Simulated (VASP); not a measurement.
# MgO (P1) in VASP: notebook, part 2 of 2

VASP 6.6.1. Earlier steps stand in the parts before.

## Step 3: Single point, PBE (atom 6 (O) moved by -0.220 Å along [1 0 0] and -0.440 Å along [0 0 1])

Contents of INCAR:

```
SYSTEM = MgO
ALGO = Normal
EDIFF = 1E-6
ENCUT = 520
GGA = PE
ISIF = 2
ISMEAR = 0
LASPH = .TRUE.
LCHARG = .TRUE.
LELF = .TRUE.
LREAL = .FALSE.
LVHAR = .TRUE.
LWAVE = .FALSE.
NBANDS = 26
NELM = 80
PREC = Accurate
SIGMA = 0.05
```

Contents of KPOINTS:

```
k-points
0
G
  9 9 2
  0 0 0
```

Contents of POSCAR:

```
MgO
1.0
    3.2803754002      0.0000000000      0.0000000000
   -1.6401877001      2.8408884305      0.0000000000
    0.0000000000      0.0000000000     10.5147056238
Mg O
4 4
Direct
    0.3333333333      0.6666666667      0.9694791811
    0.0000000000      0.0000000000      0.2208070585
    0.0000000000      0.0000000000      0.7208070585
    0.6666666667      0.3333333333      0.4694791811
    0.3333333333      0.6666666667      0.7800540723
   -0.0670654950      0.0000000000      0.4878117132
    0.0000000000      0.0000000000      0.0296578681
    0.6666666667      0.3333333333      0.2800540723
```

Potentials or basis: VASP PAW PBE potentials, release 64 (Mg, O).

The run is started by

```bash
$ cat potpaw_PBE.64/Mg/POTCAR potpaw_PBE.64/O/POTCAR > POTCAR
$ mpirun -np 1 vasp_std > vasp.out
```

OUTCAR:

```text
SYSTEM = MgO
   EDIFF = 1E-6
   ENCUT = 520
   GGA = PE
   ISIF = 2
   ISMEAR = 0
   LASPH = .TRUE.
   LREAL = .FALSE.
   NELM = 80
   PREC = Accurate

 ion  position               nearest neighbor table
   1  0.333  0.667  0.969-   5 1.99   7 2.00   7 2.00   7 2.00   3 3.23   3 3.23   3 3.23   2 3.25
                             2 3.25   2 3.25
   2  0.000  0.000  0.221-   8 1.99   8 1.99   8 1.99   7 2.01   4 3.23   4 3.23   4 3.23   1 3.25
                             1 3.25   1 3.25
   3  0.000  0.000  0.721-   5 1.99   5 1.99   5 1.99   6 2.46   1 3.23   1 3.23   1 3.23   4 3.25
                             4 3.25   4 3.25
   4  0.667  0.333  0.469-   6 1.72   6 1.92   8 1.99   6 2.10   2 3.23   2 3.23   2 3.23   3 3.25
                             3 3.25   3 3.25
   5  0.333  0.667  0.780-   1 1.99   3 1.99   3 1.99   3 1.99
   6  0.933  0.000  0.488-   4 1.72   4 1.92   4 2.10   3 2.46
   7  0.000  0.000  0.030-   1 2.00   1 2.00   1 2.00   2 2.01
   8  0.667  0.333  0.280-   4 1.99   2 1.99   2 1.99   2 1.99

  LATTYP: Found a hexagonal cell.
 ALAT       =     3.2803754002
 C/A-ratio  =     3.2053360793

  Lattice vectors:

 A1 = (   3.2803754002,   0.0000000000,   0.0000000000)
 A2 = (  -1.6401877001,   2.8408884305,   0.0000000000)
 A3 = (   0.0000000000,   0.0000000000,  10.5147056238)

Analysis of symmetry for initial positions (statically):
=====================================================================
 Subroutine PRICEL returns:
 Original cell was already a primitive cell.

 Routine SETGRP: Setting up the symmetry group for a
 hexagonal supercell.

 Subroutine GETGRP returns: Found  1 space group operations
 (whereof  1 operations were pure point group operations)
 out of a pool of 24 trial point group operations.

The static configuration has the point symmetry C_1 .

Analysis of symmetry for dynamics (positions and initial velocities):
=====================================================================
 Subroutine PRICEL returns:
 Original cell was already a primitive cell.

 Routine SETGRP: Setting up the symmetry group for a
 hexagonal supercell.

 Subroutine GETGRP returns: Found  1 space group operations
 (whereof  1 operations were pure point group operations)
 out of a pool of 24 trial point group operations.

The dynamic configuration has the point symmetry C_1 .

 Subroutine INISYM returns: Found  1 space group operations
 (whereof  1 operations are pure point group operations),
 and found     1 'primitive' translations

----------------------------------------------------------------------------------------

                                     Primitive cell

  volume of cell :      97.9884

  direct lattice vectors                    reciprocal lattice vectors
     3.280375400  0.000000000  0.000000000     0.304843159  0.176001280  0.000000000
    -1.640187700  2.840888431  0.000000000     0.000000000  0.352002560  0.000000000
     0.000000000  0.000000000 10.514705624     0.000000000  0.000000000  0.095104897

  length of vectors
     3.280375400  3.280375400 10.514705624     0.352002560  0.352002560  0.095104897

  position of ions in fractional coordinates (direct lattice)
     0.333333333  0.666666667  0.969479181
     0.000000000  0.000000000  0.220807059
     0.000000000  0.000000000  0.720807059
     0.666666667  0.333333333  0.469479181
[... 66 lines left out ...]
  0.333333  0.111111  0.000000      2.000000
 -0.111111  0.444444  0.000000      2.000000
 [... further k-points ...]
   k-points           NKPTS =     82   k-points in BZ     NKDIM =     82   number of bands    NBANDS=     26
   number of dos      NEDOS =    301   number of ions     NIONS =      8
   total plane-waves  NPLWV =  46080
   dimension x,y,z NGX =    24 NGY =   24 NGZ =   80
   dimension x,y,z NGXF=    48 NGYF=   48 NGZF=  160
   ions per type =               4   4
   NGX,Y,Z   is equivalent  to a cutoff of  12.16, 12.16, 12.65 a.u.
   NGXF,Y,Z  is equivalent  to a cutoff of  24.33, 24.33, 25.30 a.u.
 SYSTEM =  MgO
   PREC   = accura    normal or accurate (medium, high low for compatibility)
   ISTART =      0    job   : 0-new  1-cont  2-samecut
   ICHARG =      2    charge: 1-file 2-atom 10-const
   ISPIN  =      1    spin polarized calculation?
   LNONCOLLINEAR =      F non collinear calculations
   LSORBIT =      F    spin-orbit coupling
   LASPH  =      T    aspherical Exc in radial PAW
   ENCUT  =  520.0 eV  38.22 Ry    6.18 a.u.   6.10  6.10 19.55*2*pi/ulx,y,z
   NELM   =     80;   NELMIN=  2; NELMDL= -5     # of ELM steps
   EDIFF  = 0.1E-05   stopping-criterion for ELM
   LREAL  =      F    real-space projection
   EDIFFG = 0.1E-04   stopping-criterion for IOM
   NSW    =      0    number of steps for IOM
   IBRION =     -1    ionic relax: 0-MD 1-quasi-New 2-CG
   NFREE  =      0    steps in history (QN), initial steepest desc. (CG)
   ISIF   =      2    stress and relaxation
   ISYM   =      2    0-nonsym 1-usesym 2-fastsym
   POTIM  = 0.5000    time-step for ionic-motion
   TEBEG  =    0.0;   TEEND  =   0.0 temperature during run
   PSTRESS=    0.0 pullay stress
   NELECT =      32.0000    total number of electrons
   NUPDOWN=      -1.0000    fix difference up-down
   EMIN   =  10.00;   EMAX   =-10.00  energy-range for DOS
   EFERMI =   0.00;   METHOD = LEGACY
   ISMEAR =     0;   SIGMA  =   0.05  broadening in eV -4-tet -1-fermi 0-gaus
   EFERMI_NEDOS =   21; number of points for ismear=-14 and -15
   IALGO  =     38    algorithm
   IMIX   =      4    mixing-type and parameters
     AMIX     =   0.40;   BMIX     =  1.00
     AMIX_MAG =   1.60;   BMIX_MAG =  1.00
  volume/ion in A,a.u.               =      12.25        82.66
  Fermi-wavevector in a.u.,A,eV,Ry     =   1.127370  2.130421 17.292509  1.270964
  Thomas-Fermi vector in A             =   2.264056
   LORBIT       =      0    0 simple, 1 ext, 2 COOP (PROOUT), +10 PAW based schemes
   GGA     = PE    functional components
   LHFCALC =     F    Hartree Fock is set to
   AEXX    =    0.0000 exact exchange contribution
   IVDW    =     0    specifies the selected vdW correction
   LEPSILON=     F    determine dielectric tensor
   LRPA    =     F    only Hartree local field effects (RPA)
 non-spin polarized calculation
 Gauss-broadening in eV      SIGMA  =   0.05
  energy-cutoff  :      520.00
  volume of cell :       97.99
 maximum number of plane-waves:      2688
   NGX = 13   NGY = 13   NGZ = 39

 number of electron      32.0000020 magnetization

 Free energy of the ion-electron system (eV)
  ---------------------------------------------------
  ext. energy  EPLUGINS =         0.00000000
  ---------------------------------------------------
  free energy    TOTEN  =       -45.59148099 eV

  energy without entropy =      -45.59148099  energy(sigma->0) =      -45.59148099

 E-fermi :   2.0656     XC(G=0):  -9.5989

 val. band max:        1.7826071599   @ k =   0.0000   0.0000   0.0000
 cond. band min:       3.5236033716   @ k =   0.0000   0.0000   0.0000
 fundamental gap:      1.7409962117
 Fermi energy:         2.0656162917

 k-point     1 :       0.0000    0.0000    0.0000
  band No.  band energies     occupation
      1     -16.0140      2.00000
      2     -14.9539      2.00000
      3     -14.7995      2.00000
      4     -13.5158      2.00000
      5      -2.7703      2.00000
      6      -1.1151      2.00000
[... 685 lines left out ...]
     25      12.9988      0.00000
     26      13.5347      0.00000

 [... further k-points ...]

------------------------ aborting loop because EDIFF is reached ----------------------------------------

  FORCE on cell =-STRESS in cart. coord.  units (eV):
  Direction    XX          YY          ZZ          XY          YZ          ZX
  --------------------------------------------------------------------------------------
  -------------------------------------------------------------------------------------
  Total        4.0122644      3.0814567     -1.0962841     -3.4826608     -0.3546370      0.5996532
  in kB       65.6032391     50.3839037    -17.9249870    -56.9438622     -5.7985548      9.8047361
  external PRESSURE =      32.6873853 kB  Pullay stress =       0.0000000 kB

 VOLUME and BASIS-vectors are now :
 -----------------------------------------------------------------------------
  energy-cutoff  :      520.00
  volume of cell :       97.99
      direct lattice vectors                 reciprocal lattice vectors
     3.280375400  0.000000000  0.000000000     0.304843159  0.176001280  0.000000000
    -1.640187700  2.840888431  0.000000000     0.000000000  0.352002560  0.000000000
     0.000000000  0.000000000 10.514705624     0.000000000  0.000000000  0.095104897

 POSITION                                       TOTAL-FORCE (eV/Angst)
 -----------------------------------------------------------------------------------
     -0.00000      1.89393     10.19379        -0.000910     -0.000393      0.839932
      0.00000      0.00000      2.32172        -0.032295      0.000055      0.885887
      0.00000      0.00000      7.57907        -0.153950      0.001316     -0.297985
      1.64019      0.94696      4.93644        -3.681555      1.455437     -2.444525
     -0.00000      1.89393      8.20204        -0.023509     -0.007250     -0.815112
      3.06038      0.00000      5.12920         4.010372     -1.472804      3.710843
      0.00000      0.00000      0.31184         0.000643      0.000080     -0.853160
      1.64019      0.94696      2.94469        -0.118795      0.023559     -1.025880
 -----------------------------------------------------------------------------------
    total drift:                                0.000972     -0.000112      0.000089

  FREE ENERGIE OF THE ION-ELECTRON SYSTEM (eV)
  ---------------------------------------------------
  free  energy   TOTEN  =       -45.5914809882 eV

  energy  without entropy=      -45.5914809882  energy(sigma->0) =      -45.59148099
```

Wall time 3.5 min (1 thread of Intel Xeon 8259CL, shared host); peak memory 0.31 GiB.

What came out:

```
Free energy            : -45.5915 eV
Pressure               : 3.3 GPa
Largest force          : 5.659 eV/Å
Band gap on the k mesh : 1.74 eV
```

Forces in eV/Å, atoms in the order of the input:
```
Mg  -0.001  0.000  0.840
Mg  -0.032  0.000  0.886
Mg  -0.154  0.001 -0.298
Mg  -3.682  1.455 -2.445
O   -0.024 -0.007 -0.815
O    4.010 -1.473  3.711
O    0.001  0.000 -0.853
O   -0.119  0.024 -1.026
```

Caveat: the cell differs from its parent crystal (atom 6 (O) moved by -0.220 Å along [1 0 0] and -0.440 Å along [0 0 1]); the stress differs along the axes, from -2 to 7 GPa; forces of over 1 eV/Å act on the atoms, so gaps and moduli don't describe the material at rest.

## Step 4: Single point, PBE (atom 6 (O) moved by -0.220 Å along [1 0 0] and +0.440 Å along [0 0 1])

Contents of INCAR:

```
SYSTEM = MgO
PREC = Accurate
ENCUT = 520
EDIFF = 1E-6
ISMEAR = 0
SIGMA = 0.05
LREAL = .False.
LASPH = .True.
NELM = 80
ALGO = Normal
ISIF = 2
LWAVE = .False.
LCHARG = .False.
GGA = PE
NBANDS = 26
```

Contents of KPOINTS:

```
regular mesh
0
Gamma
  9 9 2
  0 0 0
```

POSCAR: that of step 3 with these lines changed.

```diff
@@ -13,3 +13,3 @@
     0.3333333333      0.6666666667      0.7800540723
-   -0.0670654950      0.0000000000      0.4878117132
+   -0.0670654950      0.0000000000      0.5715040230
     0.0000000000      0.0000000000      0.0296578681
```

The run is started by

```bash
$ cat potpaw_PBE.64/Mg/POTCAR potpaw_PBE.64/O/POTCAR > POTCAR
$ mpirun -np 1 vasp_std > vasp.out
```

Wall time 5.5 min (1 thread of Intel Xeon 8259CL, shared host); peak memory 0.31 GiB.

It converged, with:

```yaml
Free_energy: -44.7193 eV
Pressure: 6.3 GPa
Largest_force: 12.693 eV/Å
Band_gap_on_the_k_mesh: 1.64 eV
```

Forces on the atoms (eV/Å):
```
Mg   -0.002  -0.001  -0.870
Mg   -0.009   0.000  -0.880
Mg    1.155   0.001   9.375
Mg   -0.491   0.210   2.331
O    -0.092  -0.029   1.003
O    -0.539  -0.187 -12.681
O     0.000   0.000   0.885
O    -0.023   0.005   0.837
```

Stress tensor (GPa, compression positive):
```
-0.38  0.34  3.65
 0.34 -1.05 -0.50
 3.65 -0.50 20.33
```

Levels at points of the mesh, in eV from the valence-band top:
| k point | band 12 | band 13 | band 14 | band 15 | band 16 | band 17 | band 18 | band 19 | band 20 | band 21 |
| --- | --- | --- | --- | --- | --- | --- | --- | --- | --- | --- |
| (0.00, 0.00, 0.00) | -1.21 | -0.99 | -0.80 | -0.06 | 0.00 | 1.64 | 4.24 | 4.87 | 7.38 | 8.14 |
| (0.00, 0.00, 0.50) | -1.23 | -1.16 | -0.94 | -0.06 | 0.00 | 2.01 | 3.50 | 6.03 | 6.24 | 9.09 |

Caveat: the cell differs from its parent crystal (atom 6 (O) moved by -0.220 Å along [1 0 0] and +0.440 Å along [0 0 1]); the stress differs along the axes, from -1 to 20 GPa; forces of over 1 eV/Å act on the atoms, so gaps and moduli don't describe the material at rest. A k mesh can miss the band edges.

## Step 5: Overview

```tsv
cell	gap on the mesh (eV)	pressure (GPa)	largest force (eV/Å)
as given, atomic positions A	1.72	19.7	29.84
as given, atomic positions B	1.74	3.3	5.66
as given, atomic positions C	1.64	6.3	12.69
```

Alike in all rows: task single point; level PBE; potentials or basis VASP PAW PBE potentials, release 64 (Mg, O); no spin polarisation; k mesh 9 × 9 × 2; cutoff (eV) 520; smearing gaussian 0.05 eV.

Caveats: forces of over 1 eV/Å act on the atoms, so gaps and moduli don't describe the material at rest; atoms lie so close that the PAW spheres overlap strongly, which falsifies energies and pressures (at least some runs); the stress differs along the axes, from 1 to 29 GPa (at least some runs); the stress differs along the axes, from -2 to 7 GPa (at least some runs); the stress differs along the axes, from -1 to 20 GPa (at least some runs).

Absolute energies hang on the potentials; compare differences alone.
